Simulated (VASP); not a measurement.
# TiO2 (P4_2/mnm) in VASP: notebook, part 2 of 2

VASP 6.6.1. The steps go on from the part before.

## (3) Vibrations by perturbation theory, PBEsol

This run uses another cell than the first one, of 10.33 Å³/atom, 1.031 times its volume.

Contents of INCAR:

```
SYSTEM = TiO2
PREC = Accurate ; ENCUT = 520
EDIFF = 1E-8 ; ISMEAR = 0
SIGMA = 0.01 ; LREAL = .False.
LASPH = .True. ; NELM = 80
ALGO = Normal ; ISIF = 2
LWAVE = .False. ; LCHARG = .True.
GGA = PS ; NBANDS = 33
IBRION = 8 ; NSW = 1
```

Contents of KPOINTS:

```
Automatic mesh
0
Gamma
  4 4 6
  0 0 0
```

Contents of POSCAR:

```
TiO2
1.0
    4.5911861010      0.0000000000      0.0000000000
    0.0000000000      4.5911861010      0.0000000000
    0.0000000000      0.0000000000      2.9390281301
Ti O
2 4
Direct
    0.0000000000      0.0000000000      0.0000000000
    0.5000000000      0.5000000000      0.5000000000
    0.3044380835      0.3044380835      0.0000000000
    0.1955619165      0.8044380835      0.5000000000
    0.6955619165      0.6955619165      0.0000000000
    0.8044380835      0.1955619165      0.5000000000
```

Potentials or basis: VASP PAW PBE potentials, release 64 (Ti_sv, O).

Run with:

```bash
cat potpaw_PBE.64/Ti_sv/POTCAR potpaw_PBE.64/O/POTCAR > POTCAR
mpirun -np 1 vasp_std > vasp.out
```

OUTCAR:

```text
SYSTEM = TiO2
   PREC = Accurate
   ENCUT = 520
   EDIFF = 1E-8
   ISMEAR = 0
   LREAL = .False.
   LASPH = .True.
   NELM = 80
   ISIF = 2
   GGA = PS
   IBRION = 8
   NSW = 1

 ion  position               nearest neighbor table
   1  0.000  0.000  0.000-   4 1.94   6 1.94   4 1.94   6 1.94   5 1.98   3 1.98
   2  0.500  0.500  0.500-   3 1.94   5 1.94   3 1.94   5 1.94   4 1.98   6 1.98
   3  0.304  0.304  0.000-   2 1.94   2 1.94   1 1.98
   4  0.196  0.804  0.500-   1 1.94   1 1.94   2 1.98
   5  0.696  0.696  0.000-   2 1.94   2 1.94   1 1.98
   6  0.804  0.196  0.500-   1 1.94   1 1.94   2 1.98

  LATTYP: Found a simple tetragonal cell.
 ALAT       =     4.5911861010
 C/A-ratio  =     0.6401457195

  Lattice vectors:
[... 1135 lines left out ...]
  1Z     0.000000    0.000000   -0.848686    0.000000    0.000000    0.441732    0.000000    0.000000   -0.189780    0.000000    0.000000    0.393257    0.000000    0.000000   -0.189780    0.000000    0.000000    0.393257
  2X    14.613308   -0.027384    0.000000  -16.287752   -5.150364    0.000000    2.005794    1.732333    0.000000   -1.168572    0.856541    0.000000    2.005794    1.732333    0.000000   -1.168572    0.856541    0.000000
  2Y    -0.027384   14.613308    0.000000   -5.150364  -16.287752    0.000000    1.732333    2.005794    0.000000    0.856541   -1.168572    0.000000    1.732333    2.005794    0.000000    0.856541   -1.168572    0.000000
  2Z     0.000000    0.000000    0.441732    0.000000    0.000000   -0.848686    0.000000    0.000000    0.393257    0.000000    0.000000   -0.189780    0.000000    0.000000    0.393257    0.000000    0.000000   -0.189780
  3X    -1.151904   -0.831237    0.000000    2.002444    1.729886    0.000000  -11.564937   -6.312140    0.000000   -0.745974    0.938003    0.000000    5.820625    5.420877    0.000000    5.639746   -0.945390    0.000000
  3Y    -0.831237   -1.151904    0.000000    1.729886    2.002444    0.000000   -6.312140  -11.564937    0.000000   -0.945390    5.639746    0.000000    5.420877    5.820625    0.000000    0.938003   -0.745974    0.000000
  3Z     0.000000    0.000000   -0.188926    0.000000    0.000000    0.407615    0.000000    0.000000   -8.117180    0.000000    0.000000    2.033071    0.000000    0.000000    3.832349    0.000000    0.000000    2.033071
  4X     2.002444   -1.729886    0.000000   -1.151904    0.831237    0.000000   -0.745974   -0.938003    0.000000  -11.564937    6.312140    0.000000    5.639746    0.945390    0.000000    5.820625   -5.420877    0.000000
  4Y    -1.729886    2.002444    0.000000    0.831237   -1.151904    0.000000    0.945390    5.639746    0.000000    6.312140  -11.564937    0.000000   -0.938003   -0.745974    0.000000   -5.420877    5.820625    0.000000
  4Z     0.000000    0.000000    0.407615    0.000000    0.000000   -0.188926    0.000000    0.000000    2.033071    0.000000    0.000000   -8.117180    0.000000    0.000000    2.033071    0.000000    0.000000    3.832349
  5X    -1.151904   -0.831237    0.000000    2.002444    1.729886    0.000000    5.820625    5.420877    0.000000    5.639746   -0.945390    0.000000  -11.564937   -6.312140    0.000000   -0.745974    0.938003    0.000000
  5Y    -0.831237   -1.151904    0.000000    1.729886    2.002444    0.000000    5.420877    5.820625    0.000000    0.938003   -0.745974    0.000000   -6.312140  -11.564937    0.000000   -0.945390    5.639746    0.000000
  5Z     0.000000    0.000000   -0.188926    0.000000    0.000000    0.407615    0.000000    0.000000    3.832349    0.000000    0.000000    2.033071    0.000000    0.000000   -8.117180    0.000000    0.000000    2.033071
  6X     2.002444   -1.729886    0.000000   -1.151904    0.831237    0.000000    5.639746    0.945390    0.000000    5.820625   -5.420877    0.000000   -0.745974   -0.938003    0.000000  -11.564937    6.312140    0.000000
  6Y    -1.729886    2.002444    0.000000    0.831237   -1.151904    0.000000   -0.938003   -0.745974    0.000000   -5.420877    5.820625    0.000000    0.945390    5.639746    0.000000    6.312140  -11.564937    0.000000
  6Z     0.000000    0.000000    0.407615    0.000000    0.000000   -0.188926    0.000000    0.000000    2.033071    0.000000    0.000000    3.832349    0.000000    0.000000    2.033071    0.000000    0.000000   -8.117180

 Eigenvectors and eigenvalues of the dynamical matrix
 ----------------------------------------------------

   1 f  =   23.897643 THz   150.153317 2PiTHz  797.139555 cm-1    98.832664 meV
             X         Y         Z           dx          dy          dz
      0.000000  0.000000  0.000000    -0.000000   -0.000000    0.000000
      2.295593  2.295593  1.469514     0.000000    0.000000   -0.000000
      1.397732  1.397732  0.000000     0.353553    0.353553    0.000000
      0.897861  3.693325  1.469514     0.353553   -0.353553    0.000000
      3.193454  3.193454  0.000000    -0.353553   -0.353553    0.000000
      3.693325  0.897861  1.469514    -0.353553    0.353553   -0.000000
[... 145 lines left out ...]
  18 f/i=    0.040799 THz     0.256350 2PiTHz    1.360921 cm-1     0.168733 meV
             X         Y         Z           dx          dy          dz
      0.000000  0.000000  0.000000     0.000000   -0.000000    0.555207
      2.295593  2.295593  1.469514     0.000000   -0.000000    0.555207
      1.397732  1.397732  0.000000     0.000000   -0.000000    0.309633
      0.897861  3.693325  1.469514     0.000000   -0.000000    0.309633
      3.193454  3.193454  0.000000     0.000000   -0.000000    0.309633
      3.693325  0.897861  1.469514     0.000000   -0.000000    0.309633

--------------------------------------------------------------------------------------------------------

 ELASTIC MODULI CONTR FROM IONIC RELAXATION (kBar)
 Direction    XX          YY          ZZ          XY          YZ          ZX
 --------------------------------------------------------------------------------
 XX        -360.6548    153.3840   -140.3521      0.0000      0.0000      0.0000
 YY         153.3840   -360.6548   -140.3521     -0.0000     -0.0000     -0.0000
 ZZ        -140.3521   -140.3521   -190.0769     -0.0000     -0.0000     -0.0000
 XY           0.0000     -0.0000      0.0000     -4.0981      0.0000      0.0000
 YZ           0.0000     -0.0000     -0.0000      0.0000   -320.9901      0.0000
 ZX           0.0000     -0.0000     -0.0000      0.0000      0.0000   -223.7516
 --------------------------------------------------------------------------------
```

OSZICAR:

```text
N       E                     dE             d eps       ncg     rms          rms(c)
DAV:   1     0.648878686196E+03    0.64888E+03   -0.24183E+04  1584   0.171E+03
[... 133 lines left out ...]
RMM:  12    -0.362449357168E+00    0.35179E-06   -0.25076E-06  5454   0.644E-04    0.452E-05
RMM:  13    -0.362449247397E+00    0.10977E-06   -0.13685E-06  5487   0.389E-04    0.195E-05
RMM:  14    -0.362449097764E+00    0.14963E-06   -0.98945E-07  5466   0.250E-04    0.778E-06
RMM:  15    -0.362449053431E+00    0.44332E-07   -0.59482E-07  5517   0.171E-04    0.113E-05
RMM:  16    -0.362449029343E+00    0.24089E-07   -0.40276E-07  5443   0.129E-04    0.209E-06
RMM:  17    -0.362449017293E+00    0.12049E-07   -0.15621E-07  5565   0.103E-04    0.296E-06
RMM:  18    -0.362449019497E+00   -0.22036E-08   -0.99951E-08  5354   0.894E-05    0.748E-07
 Linear response finished
```

It took 27 min on 1 thread of Intel Xeon 8259CL, shared host; peak memory 0.41 GiB.

What came out:

```yaml
Highest_phonon_frequency_at_Γ_LO-TO_splitting_left_out: 797 cm⁻¹
```

Phonon frequencies in cm⁻¹ (negative: imaginary):
| q point | frequencies |
| --- | --- |
| (0.000, 0.000, 0.000) | -1 -1 -1 78 83 103 103 140 370 370 377 415 451 451 482 482 595 797 |

Caveat: the PAW data sets were made with another functional, which shifts forces and pressure a little.
